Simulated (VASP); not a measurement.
# Zn (I4_1/amd) in VASP: relaxation of cell and atoms with PBE

Aim: the relaxation of cell and atoms of Zn with PBE.

All numbers are computed with VASP 6.6.1; they aren't measurements. Logs are shortened: lines on timing, memory, paths and dates and some standing lists are left out, and cuts for length are marked.

## 1. The cell of the first run

Symmetry: I4_1/amd, No. 141, tetragonal system. Conventional cell: a = 5.225 Å, b = 5.225 Å, c = 2.567 Å, α = 90.00°, β = 90.00°, γ = 90.00°. Zn (site symmetry -4m2) has 10 Zn at 2.57 to 3.24 Å within 3.4 Å.

## 2. Relaxation of cell and atoms, PBE, target pressure -0.51 GPa, at which the enthalpy is minimised

File INCAR:

```
SYSTEM = Zn
PREC = Accurate ; ENCUT = 600
EDIFF = 1E-6 ; ISMEAR = -1
SIGMA = 0.1 ; LREAL = .False.
LASPH = .True. ; NELM = 100
ALGO = Normal ; ISIF = 3
LWAVE = .False. ; LCHARG = .False.
GGA = PE ; IBRION = 2
NSW = 32 ; EDIFFG = -0.005
PSTRESS = -5.1
```

File KPOINTS:

```
Automatic mesh
0
Gamma
  16 16 16
  0 0 0
```

File POSCAR:

```
Zn
1.0
   -2.6122673237      2.6122673237      1.2833489285
    2.6122673237     -2.6122673237      1.2833489285
    2.6122673237      2.6122673237     -1.2833489285
Zn
2
Direct
   -0.3750000000     -0.1250000000     -0.2500000000
    0.3750000000      0.1250000000      0.2500000000
```

Potentials or basis: VASP PAW PBE potentials, release 64 (Zn).

On the command line:

```console
$ cat potpaw_PBE.64/Zn/POTCAR > POTCAR
$ mpirun -np 1 vasp_std > vasp.out
```

OUTCAR:

```text
SYSTEM = Zn
   PREC = Accurate
   ENCUT = 600
   EDIFF = 1E-6
   ISMEAR = -1
   LREAL = .False.
   LASPH = .True.
   NELM = 100
   ISIF = 3
   GGA = PE
   IBRION = 2
   NSW = 32
   EDIFFG = -0.005
   PSTRESS = -5.1

 ion  position               nearest neighbor table
   1  0.625  0.875  0.750-   2 2.69   2 2.69   2 2.69   2 2.69
   2  0.375  0.125  0.250-   1 2.69   1 2.69   1 2.69   1 2.69

  LATTYP: Found a body centered tetragonal cell.
 ALAT       =     5.2245346474
 C/A-ratio  =     0.4912777941

  Lattice vectors:

 A1 = (  -2.6122673237,   2.6122673237,   1.2833489285)
 A2 = (   2.6122673237,  -2.6122673237,   1.2833489285)
 A3 = (   2.6122673237,   2.6122673237,  -1.2833489285)

Analysis of symmetry for initial positions (statically):
=====================================================================
 Subroutine PRICEL returns:
 Original cell was already a primitive cell.

 Routine SETGRP: Setting up the symmetry group for a
 body centered tetragonal supercell.

 Subroutine GETGRP returns: Found 16 space group operations
 (whereof  4 operations were pure point group operations)
 out of a pool of 16 trial point group operations.

The static configuration has the point symmetry C_2h.
 The point group associated with its full space group is D_4h.

Analysis of symmetry for dynamics (positions and initial velocities):
=====================================================================
 Subroutine PRICEL returns:
 Original cell was already a primitive cell.

 Routine SETGRP: Setting up the symmetry group for a
 body centered tetragonal supercell.

 Subroutine GETGRP returns: Found 16 space group operations
 (whereof  4 operations were pure point group operations)
 out of a pool of 16 trial point group operations.

The dynamic configuration has the point symmetry C_2h.
 The point group associated with its full space group is D_4h.

 Subroutine INISYM returns: Found 16 space group operations
 (whereof  4 operations are pure point group operations),
 and found     1 'primitive' translations

----------------------------------------------------------------------------------------

                                     Primitive cell

  volume of cell :      35.0300

  direct lattice vectors                    reciprocal lattice vectors
    -2.612267324  2.612267324  1.283348928     0.000000000  0.191404607  0.389605655
[... 93 lines left out ...]
   ISYM   =      2    0-nonsym 1-usesym 2-fastsym
   POTIM  = 0.5000    time-step for ionic-motion
   TEBEG  =    0.0;   TEEND  =   0.0 temperature during run
   PSTRESS=   -5.1 pullay stress
   NELECT =      24.0000    total number of electrons
   NUPDOWN=      -1.0000    fix difference up-down
   EMIN   =  10.00;   EMAX   =-10.00  energy-range for DOS
   EFERMI =   0.00;   METHOD = LEGACY
   ISMEAR =    -1;   SIGMA  =   0.10  broadening in eV -4-tet -1-fermi 0-gaus
   EFERMI_NEDOS =   21; number of points for ismear=-14 and -15
   IALGO  =     38    algorithm
   IMIX   =      4    mixing-type and parameters
     AMIX     =   0.40;   BMIX     =  1.00
     AMIX_MAG =   1.60;   BMIX_MAG =  1.00
  volume/ion in A,a.u.               =      17.51       118.20
  Fermi-wavevector in a.u.,A,eV,Ry     =   1.443218  2.727286 28.339276  2.082878
  Thomas-Fermi vector in A             =   2.561650
   LORBIT       =      0    0 simple, 1 ext, 2 COOP (PROOUT), +10 PAW based schemes
   GGA     = PE    functional components
   LHFCALC =     F    Hartree Fock is set to
   AEXX    =    0.0000 exact exchange contribution
   IVDW    =     0    specifies the selected vdW correction
   LEPSILON=     F    determine dielectric tensor
   LRPA    =     F    only Hartree local field effects (RPA)
 conjugate gradient relaxation of ions
 non-spin polarized calculation
  energy-cutoff  :      600.00
  volume of cell :       35.03
 maximum number of plane-waves:      1201
   NGX = 15   NGY = 15   NGZ = 15

--------------------------------------- Ionic step        1  -------------------------------------------

 number of electron      24.0000008 magnetization

 Free energy of the ion-electron system (eV)
  ---------------------------------------------------
  ext. energy  EPLUGINS =         0.00000000
  ---------------------------------------------------
  free energy    TOTEN  =        -1.86541305 eV

  energy without entropy =       -1.84265406  energy(sigma->0) =       -1.85403356

------------------------ aborting loop because EDIFF is reached ----------------------------------------

  FORCE on cell =-STRESS in cart. coord.  units (eV):
  Direction    XX          YY          ZZ          XY          YZ          ZX
  --------------------------------------------------------------------------------------
  -------------------------------------------------------------------------------------
  Total       -0.0807450     -0.0807450     -0.0561146      0.0000000     -0.0000000     -0.0000000
  in kB       -3.6930601     -3.6930601     -2.5665315      0.0000000     -0.0000000     -0.0000000
  external PRESSURE =       1.7824494 kB  Pullay stress =      -5.1000000 kB
[... 63 lines left out ...]
--------------------------------------- Ionic step        3  -------------------------------------------

 number of electron      24.0000011 magnetization

 Free energy of the ion-electron system (eV)
  ---------------------------------------------------
  ext. energy  EPLUGINS =         0.00000000
  ---------------------------------------------------
  free energy    TOTEN  =        -1.86508470 eV

  energy without entropy =       -1.84225545  energy(sigma->0) =       -1.85367008

 E-fermi :   2.0270     XC(G=0): -10.7635

 val. band max:        2.0266804550   @ k =  -0.0625   0.1250   0.0625
 cond. band min:       2.0334783771   @ k =   0.2500   0.2500   0.1250
 fundamental gap:      0.0067979222
 Fermi energy:         2.0270140079

 k-point     1 :       0.0000    0.0000    0.0000
  band No.  band energies     occupation
      1      -7.2014      2.00000
      2      -5.8377      2.00000
      3      -5.7899      2.00000
      4      -5.7731      2.00000
      5      -5.7175      2.00000
      6      -4.8808      2.00000
[... 433 lines left out ...]
      3      -5.7799      2.00000
      4      -5.7664      2.00000
      5      -5.7166      2.00000
      6      -4.8840      2.00000
[... 8 lines left out ...]
     15       8.3231      0.00000
     16      13.6818      0.00000

 [... further k-points ...]

------------------------ aborting loop because EDIFF is reached ----------------------------------------

  FORCE on cell =-STRESS in cart. coord.  units (eV):
  Direction    XX          YY          ZZ          XY          YZ          ZX
  --------------------------------------------------------------------------------------
  -------------------------------------------------------------------------------------
  Total       -0.1110715     -0.1110715     -0.1048650      0.0000000      0.0000000     -0.0000000
  in kB       -5.0618756     -5.0618756     -4.7790245      0.0000000      0.0000000     -0.0000000
  external PRESSURE =       0.1324081 kB  Pullay stress =      -5.1000000 kB
[... 21 lines left out ...]
  energy  without entropy=       -1.8422554480  energy(sigma->0) =       -1.85367008

  enthalpy is  TOTEN    =        -1.9769927456 eV   P V=       -0.1119080435

 reached required accuracy - stopping structural energy minimisation
```

OSZICAR:

```text
N       E                     dE             d eps       ncg     rms          rms(c)
DAV:   1     0.101695236046E+03    0.10170E+03   -0.13841E+04 11232   0.247E+03
DAV:   2     0.105760512611E+01   -0.10064E+03   -0.99365E+02 11432   0.313E+02
[... 16 lines left out ...]
   2 F= -.19769890E+01 E0= -.19655819E+01  d E =-.695642E-04
       N       E                     dE             d eps       ncg     rms          rms(c)
DAV:   1    -0.186530525031E+01   -0.13826E-03   -0.26037E-03 11200   0.974E-01    0.106E-01
DAV:   2    -0.186511243794E+01    0.19281E-03   -0.81854E-04 11696   0.608E-01    0.345E-02
DAV:   3    -0.186509312366E+01    0.19314E-04   -0.12856E-05 14256   0.571E-02    0.187E-02
DAV:   4    -0.186508454073E+01    0.85829E-05   -0.19904E-06 10408   0.252E-02    0.827E-04
DAV:   5    -0.186508470208E+01   -0.16135E-06   -0.50495E-07  5944   0.898E-03
   3 F= -.19769927E+01 E0= -.19655781E+01  d E =-.733551E-04
```

Wall time 2.1 min (1 thread of Intel Xeon 6975P-C (Granite Rapids), shared host); peak memory 0.34 GiB.

What came out:

```
Free energy                                            : -1.8651 eV
Relaxed volume                                         : 17.58 Å³/atom
Relaxed cell                                           : a = 3.915 Å, b = 3.915 Å, c = 3.915 Å, α = 96.19°, β = 96.19°, γ = 141.66°
Space group after relaxing (to 0.05 Å)                 : I4_1/amd (No. 141)
Energy change on relaxing (the enthalpy is what falls) : +0.2 meV/atom
Ionic steps                                            : 3
Pressure after relaxing                                : -0.5 GPa
Band gap on the k mesh                                 : zero (band 12 reaches 6.07 eV, above the bottom of band 13 at -0.90 eV)
```

The path:
| step | energy change (eV) | largest force (eV/Å) | pressure (GPa) | volume (Å³) |
| --- | --- | --- | --- | --- |
| 1 | 0.0000 | 0.0000 | -0.33 | 35.03 |
| 2 | 0.0002 | 0.0000 | -0.47 | 35.13 |
| 3 | 0.0003 | 0.0000 | -0.50 | 35.16 |

Final structure:
```
Zn
1.0
    -2.61474    2.61474    1.28554
     2.61474   -2.61474    1.28554
     2.61474    2.61474   -1.28554
Zn
2
Cartesian
  2.6147 1.3074 0.9642
  0.0000 1.3074 0.3214
```

Levels at points of the mesh, in eV from the Fermi level:
| k point | band 9 | band 10 | band 11 | band 12 | band 13 | band 14 | band 15 | band 16 |
| --- | --- | --- | --- | --- | --- | --- | --- | --- |
| (0.00, 0.00, 0.00) | -6.90 | -6.83 | -6.63 | 1.29 | 1.29 | 2.43 | 6.05 | 12.16 |
| (0.50, 0.00, 0.00) | -6.78 | -6.62 | -1.87 | -1.11 | 2.42 | 3.67 | 4.20 | 6.58 |
| (0.50, 0.50, 0.00) | -6.84 | -6.84 | -5.99 | -5.99 | 4.77 | 4.77 | 6.36 | 6.36 |
| (0.50, 0.50, 0.50) | -6.88 | -6.88 | -3.05 | -3.05 | -2.92 | -2.92 | 14.37 | 14.37 |

Caveat: the cell is relaxed towards a set pressure, so the enthalpy falls and the energy may rise.
